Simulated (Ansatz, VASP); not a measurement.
## P: VASP beside Ansatz

```
P
1.0
     0.00000    2.54741    2.54741
     2.54741    0.00000    2.54741
     2.54741    2.54741    0.00000
P
2
Direct
  0.87500 0.87500 0.87500
  0.12500 0.12500 0.12500
```

Change from the starting cell: volume scaled by 0.8, LAPW.

Alike in both runs: task single point; functional PBE; k mesh 12 × 12 × 12; occupations fermi-dirac, width 0.1 eV; no spin polarisation.

```csv
,VASP,Ansatz
version,VASP 6.6.1,Ansatz 0.2.0
potentials or method,"VASP PAW PBE potentials, release 64 (P), cutoff 520 eV","all-electron LAPW, scalar-relativistic"
```

|  | VASP | Ansatz | Ansatz less VASP |
| --- | --- | --- | --- |
| pressure (GPa) | 14.2 | 14.5 | +0.31 |

Ansatz ran all-electron here, and VASP with PAW potentials.
